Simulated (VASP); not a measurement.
Crystal: Si.

```
CELL_PARAMETERS angstrom
0.00000 2.21652 2.21652
2.21652 0.00000 2.21652
2.21652 2.21652 0.00000
ATOMIC_POSITIONS crystal
Si 0.00000 0.00000 0.00000
```

This cell differs from its parent crystal: Pb replaced by Si, lengths x 0.856, strained.

Base run:

- Program: VASP 6.6.1
- Functional: PBEsol
- Potentials or basis: VASP PAW PBE potentials, release 64 (Si)
- Cutoff: 500 eV
- k mesh: 16 × 16 × 16
- Occupations: gaussian, width 0.1 eV
- Spin: no spin polarisation

Its results: band gap on the k mesh zero (bands 2 and 3 overlap by 9.09 eV); pressure -16.3 GPa.

Q: The run is repeated on the same cell with these changes: functional from PBEsol to revPBE. What comes out?

A: Band gap on the k mesh zero (bands 2 and 3 overlap by 9.09 eV); pressure -14.1 GPa.

revPBE binds less tightly than PBEsol, so the same cell stands under more pressure.

Caveats: the cell stands under tension; the PAW data sets were made with another functional, which shifts forces and pressure a little.
